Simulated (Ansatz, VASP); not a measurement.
**Two plane-wave programs on Si3Se2**

```xyz
5
Lattice="1.7546 1.0130 9.6029 -1.7546 1.0130 9.6029 0.0000 -2.0260 9.6029" Properties=species:S:1:pos:R:3 pbc="T T T"
Si    0.0000    0.0000   11.3793
Si    0.0000    0.0000   22.5546
Si    0.0000    0.0000    0.2043
Se    0.0000    0.0000    4.7817
Se    0.0000    0.0000   17.9772
```

Change from the starting cell: species swapped into the Bi2Te3 type (R3m, No. 160).

Alike in both runs: functional PBE; k mesh 5 × 5 × 5; occupations gaussian, width 0.2 eV; no spin polarisation.

Ansatz relaxed the structure, and its values are those at the end. VASP's run is a single point on that final structure, the one shown.

```csv
,VASP,Ansatz
version,VASP 6.6.1,Ansatz 0.2.0
potentials or method,"VASP PAW PBE potentials, release 64 (Si, Se), cutoff 520 eV","scalar-relativistic, plane waves, PAW"
valence electrons in the cell,24,44
```

|  | VASP | Ansatz | Ansatz less VASP |
| --- | --- | --- | --- |
| gap on the k mesh at the Fermi level (eV) | none | none | - |
| pressure (GPa) | 0.0 | 0.0 | -0.05 |
| rms of the force components (eV/Å) | 0.008 | 0.012 | +0.0043 |

A gap of «none» marks a metal or a gap that the smearing closes. VASP's potentials hold 24 valence electrons a cell and Ansatz's 44, so a difference there can come from the potentials and not from the codes.

The k mesh is coarse, so the values compare programs but aren't converged.
